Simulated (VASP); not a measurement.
A run of VASP 6.6.1:

INCAR

```
ALGO = Normal
EDIFF = 1E-6
ENCUT = 520
GGA = PS
ISIF = 2
ISMEAR = 0
LASPH = True
LCHARG = True
LELF = True
LREAL = False
LVHAR = True
LWAVE = False
NBANDS = 38
NELM = 80
PREC = Accurate
SIGMA = 0.15
```

Contents of KPOINTS:

```
k-points
0
Gamma
  6 10 8
```

The input POSCAR:

```
HfSi
1.0
    6.7194847493      0.0000000000      0.0000000000
    0.0000000000      3.7032452379      0.0000000000
    0.0000000000      0.0000000000      5.2017439112
Hf Si
4 4
Direct
    0.1755908222      0.2500000000      0.1264896848
    0.3244091778      0.7500000000      0.6264896848
    0.6755908222      0.2500000000      0.3735103152
    0.8244091778      0.7500000000      0.8735103152
    0.0430603597      0.2500000000      0.6402012503
    0.4569396403      0.7500000000      0.1402012503
    0.5430603597      0.2500000000      0.8597987497
    0.9569396403      0.7500000000      0.3597987497
```

Potentials or basis: VASP PAW PBE potentials, release 64 (Hf_pv, Si).

Command:

```sh
$ cat potpaw_PBE.64/Hf_pv/POTCAR potpaw_PBE.64/Si/POTCAR > POTCAR
$ mpirun -np 1 vasp_std > vasp.out
```

Hardware: 1 thread of Intel(R) Xeon(R) 6975P-C (Granite Rapids), with other jobs on the host.

**Question.** Estimate the wall time of this run.

**Answer.** It took 3.7 min on 1 thread of Intel(R) Xeon(R) 6975P-C (Granite Rapids) (shared host), peak memory 0.54 GiB. Counts: scf iterations 13, k points 120.
